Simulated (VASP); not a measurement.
# NbN in VASP: single point with PBEsol

Aim: the single point of NbN with PBEsol.

Program: VASP 6.6.1. These are calculated values, not measurements. Logs are shortened: lines on timing, memory, paths and dates and some standing lists are left out, and cuts for length are marked.

### 1 The cell of the first run

The cell holds a slab with vacuum, 12 atoms: a = 3.097 Å, b = 3.097 Å, c = 25.951 Å, α = 90.00°, β = 90.00°, γ = 90.00°.

### 2 Single point, PBEsol

INCAR

```
SYSTEM = NbN
ALGO = Normal
DIPOL = 0.5 0.5 0.500
EDIFF = 1E-6
ENCUT = 520
GGA = PS
IDIPOL = 3
ISIF = 2
ISMEAR = 0
LASPH = .TRUE.
LCHARG = .FALSE.
LDIPOL = .TRUE.
LREAL = .FALSE.
LWAVE = .FALSE.
NBANDS = 66
NELM = 100
PREC = Accurate
SIGMA = 0.1
```

KPOINTS

```
k-points
0
G
  11 11 1
  0 0 0
```

POSCAR

```
NbN
1.0
    3.0974787981      0.0000000000      0.0000000000
    0.0000000000      3.0974787981      0.0000000000
    0.0000000000      0.0000000000     25.9512413136
Nb N
6 6
Direct
    0.0000000000      0.0000000000      0.2928746331
    0.5000000000      0.5000000000      0.3680389137
    0.0000000000      0.0000000000      0.4620760001
    0.5000000000      0.5000000000      0.5379239989
    0.0000000000      0.0000000000      0.6319610872
    0.5000000000      0.5000000000      0.7071253683
    0.5000000000      0.5000000000      0.2800955517
    0.0000000000      0.0000000000      0.3742527028
    0.5000000000      0.5000000000      0.4530901544
    0.0000000000      0.0000000000      0.5469098447
    0.5000000000      0.5000000000      0.6257472988
    0.0000000000      0.0000000000      0.7199044464
```

Potentials or basis: VASP PAW PBE potentials, release 64 (Nb_sv, N).

Started as:

```
$ cat potpaw_PBE.64/Nb_sv/POTCAR potpaw_PBE.64/N/POTCAR > POTCAR
$ mpirun -np 1 vasp_std > vasp.out
```

OUTCAR:

```text
SYSTEM = NbN
   EDIFF = 1E-6
   ENCUT = 520
   GGA = PS
   ISIF = 2
   ISMEAR = 0
   LASPH = .TRUE.
   LREAL = .FALSE.
   NELM = 100
   PREC = Accurate

 ion  position               nearest neighbor table
   1  0.000  0.000  0.293-   8 2.11   7 2.22   7 2.22   7 2.22   7 2.22   2 2.93   2 2.93   2 2.93
                             2 2.93
   2  0.500  0.500  0.368-   8 2.20   8 2.20   8 2.20   8 2.20   9 2.21   7 2.28   1 2.93   1 2.93
                             1 2.93   1 2.93
   3  0.000  0.000  0.462-  10 2.20   9 2.20   9 2.20   9 2.20   9 2.20   8 2.28   4 2.94   4 2.94
                             4 2.94   4 2.94
   4  0.500  0.500  0.538-   9 2.20  10 2.20  10 2.20  10 2.20  10 2.20  11 2.28   3 2.94   3 2.94
                             3 2.94   3 2.94
   5  0.000  0.000  0.632-  11 2.20  11 2.20  11 2.20  11 2.20  10 2.21  12 2.28   6 2.93   6 2.93
                             6 2.93   6 2.93
   6  0.500  0.500  0.707-  11 2.11  12 2.22  12 2.22  12 2.22  12 2.22   5 2.93   5 2.93   5 2.93
                             5 2.93
   7  0.500  0.500  0.280-   1 2.22   1 2.22   1 2.22   1 2.22   2 2.28
   8  0.000  0.000  0.374-   1 2.11   2 2.20   2 2.20   2 2.20   2 2.20   3 2.28
   9  0.500  0.500  0.453-   4 2.20   3 2.20   3 2.20   3 2.20   3 2.20   2 2.21
  10  0.000  0.000  0.547-   3 2.20   4 2.20   4 2.20   4 2.20   4 2.20   5 2.21
  11  0.500  0.500  0.626-   6 2.11   5 2.20   5 2.20   5 2.20   5 2.20   4 2.28
  12  0.000  0.000  0.720-   6 2.22   6 2.22   6 2.22   6 2.22   5 2.28

  LATTYP: Found a simple tetragonal cell.
 ALAT       =     3.0974787981
 C/A-ratio  =     8.3781820652

  Lattice vectors:

 A1 = (   3.0974787981,   0.0000000000,   0.0000000000)
 A2 = (   0.0000000000,   3.0974787981,   0.0000000000)
 A3 = (   0.0000000000,   0.0000000000,  25.9512413136)

Analysis of symmetry for initial positions (statically):
=====================================================================
 Subroutine PRICEL returns:
 Original cell was already a primitive cell.

 Routine SETGRP: Setting up the symmetry group for a
 simple tetragonal supercell.

 Subroutine GETGRP returns: Found 16 space group operations
 (whereof  8 operations were pure point group operations)
 out of a pool of 16 trial point group operations.

The static configuration has the point symmetry C_4v.
 The point group associated with its full space group is D_4h.

Analysis of symmetry for dynamics (positions and initial velocities):
=====================================================================
 Subroutine PRICEL returns:
 Original cell was already a primitive cell.

 Routine SETGRP: Setting up the symmetry group for a
 simple tetragonal supercell.

 Subroutine GETGRP returns: Found 16 space group operations
 (whereof  8 operations were pure point group operations)
 out of a pool of 16 trial point group operations.

The dynamic configuration has the point symmetry C_4v.
 The point group associated with its full space group is D_4h.

 Subroutine INISYM returns: Found 16 space group operations
 (whereof  8 operations are pure point group operations),
 and found     1 'primitive' translations

----------------------------------------------------------------------------------------

                                     Primitive cell

  volume of cell :     248.9859

  direct lattice vectors                    reciprocal lattice vectors
     3.097478798  0.000000000  0.000000000     0.322843211  0.000000000  0.000000000
     0.000000000  3.097478798  0.000000000     0.000000000  0.322843211  0.000000000
     0.000000000  0.000000000 25.951241314     0.000000000  0.000000000  0.038533802

  length of vectors
     3.097478798  3.097478798 25.951241314     0.322843211  0.322843211  0.038533802

  position of ions in fractional coordinates (direct lattice)
     0.000000000  0.000000000  0.292874633
     0.500000000  0.500000000  0.368038914
     0.000000000  0.000000000  0.462076000
     0.500000000  0.500000000  0.537923999
     0.000000000  0.000000000  0.631961087
[... 34 lines left out ...]
     0.029349383  0.000000000  0.000000000     0.090909091  0.000000000  0.000000000
     0.000000000  0.029349383  0.000000000     0.000000000  0.090909091  0.000000000
     0.000000000  0.000000000  0.038533802     0.000000000  0.000000000  1.000000000

  Length of vectors
     0.029349383  0.029349383  0.038533802

  Shift w.r.t. Gamma in fractional coordinates (k-lattice)
     0.000000000  0.000000000  0.000000000

 Subroutine IBZKPT returns following result:
 ===========================================

 Found     21 irreducible k-points:

 Following reciprocal coordinates:
            Coordinates               Weight
  0.000000  0.000000  0.000000      1.000000
  0.090909  0.000000  0.000000      4.000000
  0.181818  0.000000  0.000000      4.000000
  0.272727  0.000000  0.000000      4.000000
  0.363636  0.000000  0.000000      4.000000
  0.454545  0.000000  0.000000      4.000000
[... 13 lines left out ...]
  0.454545  0.363636  0.000000      8.000000
  0.454545  0.454545  0.000000      4.000000
   k-points           NKPTS =     21   k-points in BZ     NKDIM =     21   number of bands    NBANDS=     66
   number of dos      NEDOS =    301   number of ions     NIONS =     12
   total plane-waves  NPLWV = 112896
   dimension x,y,z NGX =    24 NGY =   24 NGZ =  196
   dimension x,y,z NGXF=    48 NGYF=   48 NGZF=  392
   ions per type =               6   6
   NGX,Y,Z   is equivalent  to a cutoff of  12.88, 12.88, 12.56 a.u.
   NGXF,Y,Z  is equivalent  to a cutoff of  25.76, 25.76, 25.11 a.u.
 SYSTEM =  NbN
   PREC   = accura    normal or accurate (medium, high low for compatibility)
   ISTART =      0    job   : 0-new  1-cont  2-samecut
   ICHARG =      2    charge: 1-file 2-atom 10-const
   ISPIN  =      1    spin polarized calculation?
   LNONCOLLINEAR =      F non collinear calculations
   LSORBIT =      F    spin-orbit coupling
   LASPH  =      T    aspherical Exc in radial PAW
   ENCUT  =  520.0 eV  38.22 Ry    6.18 a.u.   5.76  5.76 48.25*2*pi/ulx,y,z
   NELM   =    100;   NELMIN=  2; NELMDL= -5     # of ELM steps
   EDIFF  = 0.1E-05   stopping-criterion for ELM
   LREAL  =      F    real-space projection
   EDIFFG = 0.1E-04   stopping-criterion for IOM
   NSW    =      0    number of steps for IOM
   IBRION =     -1    ionic relax: 0-MD 1-quasi-New 2-CG
   NFREE  =      0    steps in history (QN), initial steepest desc. (CG)
   ISIF   =      2    stress and relaxation
   ISYM   =      2    0-nonsym 1-usesym 2-fastsym
   POTIM  = 0.5000    time-step for ionic-motion
   TEBEG  =    0.0;   TEEND  =   0.0 temperature during run
   PSTRESS=    0.0 pullay stress
   NELECT =     108.0000    total number of electrons
   NUPDOWN=      -1.0000    fix difference up-down
   EMIN   =  10.00;   EMAX   =-10.00  energy-range for DOS
   EFERMI =   0.00;   METHOD = LEGACY
   ISMEAR =     0;   SIGMA  =   0.10  broadening in eV -4-tet -1-fermi 0-gaus
   EFERMI_NEDOS =   21; number of points for ismear=-14 and -15
   IALGO  =     38    algorithm
   IMIX   =      4    mixing-type and parameters
     AMIX     =   0.40;   BMIX     =  1.00
     AMIX_MAG =   1.60;   BMIX_MAG =  1.00
  volume/ion in A,a.u.               =      20.75       140.02
  Fermi-wavevector in a.u.,A,eV,Ry     =   1.239247  2.341837 20.894911  1.535733
  Thomas-Fermi vector in A             =   2.373738
   LORBIT       =      0    0 simple, 1 ext, 2 COOP (PROOUT), +10 PAW based schemes
   GGA     = PS    functional components
   LHFCALC =     F    Hartree Fock is set to
   AEXX    =    0.0000 exact exchange contribution
   IVDW    =     0    specifies the selected vdW correction
   LEPSILON=     F    determine dielectric tensor
   LRPA    =     F    only Hartree local field effects (RPA)
 non-spin polarized calculation
 Gauss-broadening in eV      SIGMA  =   0.10
  energy-cutoff  :      520.00
  volume of cell :      248.99
 maximum number of plane-waves:      6742
 NGX is ok and might be reduce to    24
   NGX = 11   NGY = 11   NGZ = 97

 dipolmoment           0.000000      0.000000     -0.000000 electrons x Angstroem

 number of electron     107.9999997 magnetization

 dipolmoment           0.000000      0.000000      0.000002 electrons x Angstroem

 Free energy of the ion-electron system (eV)
  ---------------------------------------------------
  ext. energy  EPLUGINS =         0.00000000
  ---------------------------------------------------
  free energy    TOTEN  =      -130.11405405 eV

  energy without entropy =     -130.08347273  energy(sigma->0) =     -130.09876339

 E-fermi :   5.3749     XC(G=0):  -7.5876

 val. band max:        5.3513643133   @ k =   0.2727   0.0909   0.0000
 cond. band min:       5.3841276953   @ k =   0.3636   0.0000   0.0000
 fundamental gap:      0.0327633820
 Fermi energy:         5.3749184069

 k-point     1 :       0.0000    0.0000    0.0000
  band No.  band energies     occupation
      1     -50.7448      2.00000
      2     -50.6669      2.00000
      3     -50.6613      2.00000
      4     -50.5765      2.00000
      5     -50.4875      2.00000
      6     -50.4850      2.00000
[... 1438 lines left out ...]
     65       8.3850      0.00000
     66       8.3999      0.00000

------------------------ aborting loop because EDIFF is reached ----------------------------------------

 vacuum level on the upper side and lower side of the slab       (xc-potential included)        -0.146        -0.146

  FORCE on cell =-STRESS in cart. coord.  units (eV):
  Direction    XX          YY          ZZ          XY          YZ          ZX
  --------------------------------------------------------------------------------------
  -------------------------------------------------------------------------------------
  Total      -11.5758160    -11.5758160     -0.2832792      0.0000000      0.0000000      0.0000000
  in kB      -74.4881826    -74.4881826     -1.8228479      0.0000000      0.0000000      0.0000000
  external PRESSURE =     -50.2664044 kB  Pullay stress =       0.0000000 kB

 VOLUME and BASIS-vectors are now :
 -----------------------------------------------------------------------------
  energy-cutoff  :      520.00
  volume of cell :      248.99
      direct lattice vectors                 reciprocal lattice vectors
     3.097478798  0.000000000  0.000000000     0.322843211  0.000000000  0.000000000
     0.000000000  3.097478798  0.000000000     0.000000000  0.322843211  0.000000000
     0.000000000  0.000000000 25.951241314     0.000000000  0.000000000  0.038533802

 POSITION                                       TOTAL-FORCE (eV/Angst)
 -----------------------------------------------------------------------------------
      0.00000      0.00000      7.60046         0.000000      0.000000      0.001355
      1.54874      1.54874      9.55107         0.000000      0.000000     -0.001911
      0.00000      0.00000     11.99145         0.000000     -0.000000     -0.009465
      1.54874      1.54874     13.95980        -0.000000      0.000000      0.009465
      0.00000      0.00000     16.40017        -0.000000      0.000000      0.001911
      1.54874      1.54874     18.35078         0.000000      0.000000     -0.001355
      1.54874      1.54874      7.26883         0.000000     -0.000000      0.013412
      0.00000      0.00000      9.71232         0.000000      0.000000     -0.005437
      1.54874      1.54874     11.75825         0.000000      0.000000      0.010613
      0.00000      0.00000     14.19299         0.000000     -0.000000     -0.010613
      1.54874      1.54874     16.23892        -0.000000      0.000000      0.005437
      0.00000      0.00000     18.68241         0.000000      0.000000     -0.013412
 -----------------------------------------------------------------------------------
    total drift:                                0.000000     -0.000000      0.000447

  FREE ENERGIE OF THE ION-ELECTRON SYSTEM (eV)
  ---------------------------------------------------
  free  energy   TOTEN  =      -130.1140540453 eV

  energy  without entropy=     -130.0834727338  energy(sigma->0) =     -130.09876339

 vacuum level on the upper side and lower side of the slab         8.488         8.488
```

Wall time 7.4 min (1 thread of Intel Xeon 6975P-C (Granite Rapids), shared host); peak memory 0.46 GiB.

Results:

* Free energy: -130.1141 eV
* Largest force: 0.013 eV/Å
* Band gap on the k mesh: zero (band 54 reaches 6.23 eV, above the bottom of band 55 at 3.88 eV)

Forces on the atoms (eV/Å):
```
Nb   0.000  0.000  0.001
Nb   0.000  0.000 -0.002
Nb   0.000  0.000 -0.009
Nb   0.000  0.000  0.009
Nb   0.000  0.000  0.002
Nb   0.000  0.000 -0.001
N    0.000  0.000  0.013
N    0.000  0.000 -0.005
N    0.000  0.000  0.011
N    0.000  0.000 -0.011
N    0.000  0.000  0.005
N    0.000  0.000 -0.013
```

Caveat: the PAW data sets were made with another functional, which shifts forces and pressure a little.
